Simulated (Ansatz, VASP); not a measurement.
# Two plane-wave programs on GaN

```xyz
4
Lattice="3.3000 0.0000 0.0000 -1.6500 2.8579 0.0000 0.0000 0.0000 4.7701" Properties=species:S:1:pos:R:3 pbc="T T T"
Ga    0.0000    1.9053    1.1925
Ga    1.6500    0.9526    3.5776
N     1.6500    0.9526    1.1925
N     0.0000    1.9053    3.5776
```

Change from the starting cell: uniaxial_z strain +0.3%.

Alike in both runs: task single point; functional PBE; k mesh 12 × 12 × 6; occupations fermi-dirac, width 0.02 eV; no spin polarisation.

|  | VASP | Ansatz |
| --- | --- | --- |
| version | VASP 6.6.1 | Ansatz 0.2.0 |
| potentials or method | VASP PAW PBE potentials, release 64 (Ga_d, N) | plane waves, PAW |
| plane-wave cutoff (eV) | 520 | 420 |
| valence electrons in the cell | 36 | 36 |

Ansatz gave:

```
gap on the k mesh at the Fermi level (eV)                     : 1.44
pressure (GPa)                                                : 6.0
traceless stress, the component that is largest in VASP (GPa) : -1.52
```

Q: Which values does VASP return?

A: gap on the k mesh at the Fermi level (eV): 1.44; pressure (GPa): 6.0; traceless stress, the component that is largest in VASP (GPa): -1.33.
